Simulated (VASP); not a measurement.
## LiC18: single point with PBE

LiC18, a slab with vacuum:

```
C Li
1.0
     7.39800    0.00000    0.00000
    -3.69900    6.40686    0.00000
     0.00000    0.00000   11.00000
C Li
18 1
Cartesian
  -0.0018 -0.0504 1.0226
  1.2258 0.6647 1.0238
  -1.2347 2.0854 1.0225
  -0.0018 2.7910 1.0227
  -2.4731 4.2178 1.0232
  -1.2409 4.9293 1.0115
  2.4581 -0.0467 1.0124
  3.6972 0.6688 1.0128
  1.2312 2.0854 1.0225
  2.4641 2.7972 1.0225
  -0.0018 4.2140 1.0111
  1.2374 4.9293 1.0116
  4.9364 -0.0467 1.0124
  6.1687 0.6647 1.0238
  3.6972 2.0917 1.0239
  4.9303 2.7972 1.0225
  2.4696 4.2178 1.0232
  3.6972 4.9328 1.0225
  -0.0019 5.6422 2.6825
```

```yaml
Program: VASP 6.6.1
Task: single point
Functional: PBE
Potentials_or_basis: VASP PAW PBE potentials, release 64 (C, Li_sv)
Cutoff: 520 eV
k_mesh: 2 × 2 × 1
Occupations: fermi-dirac, width 0.05 eV
Spin: collinear spin, zero start
Starting_moments: "[0.0, 0.0, 0.0, 0.0, 0.0, 0.0, 0.0, 0.0, 0.0, 0.0, 0.0, 0.0, 0.0, 0.0, 0.0, 0.0, 0.0, 0.0, 0.0] μB"
Dipole_correction: no
Further_INCAR_settings: LREAL = Auto; ALGO = Normal; EDIFF = 1e-06; NBANDS = 56
```

```json
{"Largest force": "0.013 eV/Å", "Net moment": "0.00 μB per cell", "Valence electrons inside the program's atomic spheres": "C 2.66; Li 2.06"}
```

Forces in eV/Å, atoms in the order of the input:
```
C    0.002  0.006  0.002
C    0.000  0.001  0.001
C    0.003 -0.001 -0.001
C    0.000 -0.003  0.004
C   -0.004 -0.004  0.002
C   -0.001  0.003 -0.003
C    0.002  0.000  0.002
C   -0.002 -0.002 -0.006
C   -0.001 -0.003 -0.001
C    0.002  0.003 -0.003
C    0.002  0.000  0.001
C   -0.001  0.001 -0.004
C   -0.002 -0.001  0.001
C    0.002  0.000  0.000
C    0.002  0.001  0.002
C   -0.005  0.002 -0.005
C    0.005 -0.003  0.001
C   -0.002 -0.001 -0.005
Li  -0.001  0.002  0.013
```

Levels at points of the mesh, in eV from the Fermi level:
Spin up:
| k point | band 33 | band 34 | band 35 | band 36 | band 37 | band 38 | band 39 | band 40 | band 41 | band 42 |
| --- | --- | --- | --- | --- | --- | --- | --- | --- | --- | --- |
| (0.00, 0.00, 0.00) | -5.29 | -3.70 | -3.70 | -0.91 | -0.91 | -0.79 | -0.79 | 0.85 | 2.75 | 3.75 |
| (0.50, 0.00, 0.00) | -3.77 | -3.60 | -3.40 | -3.38 | -3.10 | 0.81 | 1.26 | 1.65 | 1.65 | 1.65 |
| (0.00, 0.50, 0.00) | -3.77 | -3.60 | -3.40 | -3.38 | -3.10 | 0.81 | 1.26 | 1.65 | 1.65 | 1.65 |
| (0.50, 0.50, 0.00) | -3.77 | -3.60 | -3.40 | -3.38 | -3.10 | 0.81 | 1.26 | 1.65 | 1.65 | 1.65 |
Spin down:
| k point | band 33 | band 34 | band 35 | band 36 | band 37 | band 38 | band 39 | band 40 | band 41 | band 42 |
| --- | --- | --- | --- | --- | --- | --- | --- | --- | --- | --- |
| (0.00, 0.00, 0.00) | -5.29 | -3.70 | -3.70 | -0.91 | -0.91 | -0.79 | -0.79 | 0.85 | 2.75 | 3.76 |
| (0.50, 0.00, 0.00) | -3.77 | -3.60 | -3.40 | -3.38 | -3.10 | 0.81 | 1.26 | 1.65 | 1.65 | 1.65 |
| (0.00, 0.50, 0.00) | -3.77 | -3.60 | -3.40 | -3.38 | -3.10 | 0.81 | 1.26 | 1.65 | 1.65 | 1.65 |
| (0.50, 0.50, 0.00) | -3.77 | -3.60 | -3.40 | -3.38 | -3.10 | 0.81 | 1.26 | 1.65 | 1.65 | 1.65 |

Run time: 3.6 min on 1 thread of Intel(R) Xeon(R) 6975P-C (Granite Rapids) (shared host), peak memory 0.79 GiB.

Caveat: the k points lie up to 0.49 Å⁻¹ apart.
